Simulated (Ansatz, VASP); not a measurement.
## One calculation of KCl, two programs

Contents of POSCAR:

```
KCl
1.0
    0.0000000000      3.1448483221      3.1448483221
    3.1448483221      0.0000000000      3.1448483221
    3.1448483221      3.1448483221      0.0000000000
K Cl
1 1
Direct
    0.0000000000      0.0000000000      0.0000000000
    0.5000000000      0.5000000000      0.5000000000
```

Contents of INCAR.step1:

```
SYSTEM = KCl
ALGO = Normal
EDIFF = 1E-4
ENCUT = 520
GGA = PE
ISMEAR = 0
LASPH = .True.
LCHARG = .False.
LREAL = .False.
LWAVE = .True.
NBANDS = 15
NELM = 100
PREC = Accurate
SIGMA = 0.5
```

Contents of INCAR.step2:

```
SYSTEM = KCl
ALGO = Normal
EDIFF = 1E-6
ENCUT = 520
ISIF = 2
ISMEAR = 0
ISTART = 1
LASPH = .True.
LCHARG = .False.
LMIXTAU = .True.
LREAL = .False.
LWAVE = .False.
METAGGA = R2SCAN
NBANDS = 15
NELM = 100
PREC = Accurate
SIGMA = 0.5
```

File KPOINTS:

```
k-points
0
Gamma
  6 6 6
  0 0 0
```

Input for Ansatz:

```yaml
crystal:
  lattice:
    - [0.0, 3.1448483221, 3.1448483221]
    - [3.1448483221, 0.0, 3.1448483221]
    - [3.1448483221, 3.1448483221, 0.0]
  atoms:
    - { symbol: K, position: [0.0, 0.0, 0.0] }
    - { symbol: Cl, position: [0.5, 0.5, 0.5] }
kpoints:
  mp_grid: { grid: [6, 6, 6] }
hamiltonian:
  xc: r2scan
scf:
  occupations: { method: gaussian, width: 0.5 }
  n_extra_bands: 4
output:
  forces: true
  stress: true
  eigenvalues: true
```

Alike in both runs: task single point; functional r2SCAN; k mesh 6 × 6 × 6; occupations gaussian, width 0.5 eV; no spin polarisation.

|  | VASP | Ansatz |
| --- | --- | --- |
| version | VASP 6.6.1 | Ansatz 0.2.0 |
| potentials or method | VASP PAW PBE potentials, release 64 (K_sv, Cl) | plane waves |
| plane-wave cutoff (eV) | 520 | 500 |
| valence electrons in the cell | 16 | 16 |

|  | VASP | Ansatz | Ansatz less VASP |
| --- | --- | --- | --- |
| gap on the k mesh at the Fermi level (eV) | 5.84 | 5.83 | -0.004 |
| pressure (GPa) | 0.0 | 0.0 | +0.03 |

VASP's potentials were made for PBE, not for r2SCAN. The functional is the same, so the differences come from potentials, cutoffs and numerics.
